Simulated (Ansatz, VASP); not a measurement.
Two plane-wave programs on Ge

```xyz
8
Lattice="2.9936 -3.1925 0.0000 2.9936 3.1925 0.0000 0.0000 0.0000 9.6118" Properties=species:S:1:pos:R:3 pbc="T T T"
Ge    4.2465   -0.3560    8.3902
Ge    1.7406   -0.3560    1.2216
Ge    4.7341   -0.3560    3.5843
Ge    1.2530   -0.3560    6.0274
Ge    1.2530    0.3560    3.5843
Ge    4.7341    0.3560    6.0274
Ge    1.7406    0.3560    8.3902
Ge    4.2465    0.3560    1.2216
```

Alike in both runs: task relaxation of cell and atoms; functional PBE; k mesh 8 × 8 × 4; occupations gaussian, width 0.1 eV; no spin polarisation.

|  | VASP | Ansatz |
| --- | --- | --- |
| version | VASP 6.6.1 | Ansatz 0.2.0 |
| potentials or method | VASP PAW PBE potentials, release 64 (Ge_d), cutoff 500 eV | scalar-relativistic, plane waves, PAW |
| valence electrons in the cell | 112 | 112 |

|  | VASP | Ansatz | Ansatz less VASP |
| --- | --- | --- | --- |
| gap on the k mesh at the Fermi level, each at its own relaxed structure (eV) | none | none | - |
| relaxed volume (Å³/atom) | 21.35 | 21.39 | +0.041 |
| relaxed length of the cell vector where the two differ most in proportion (Å) | 10.113 | 10.127 | +0.0140 |

A gap of «none» marks a metal or a gap that the smearing closes.
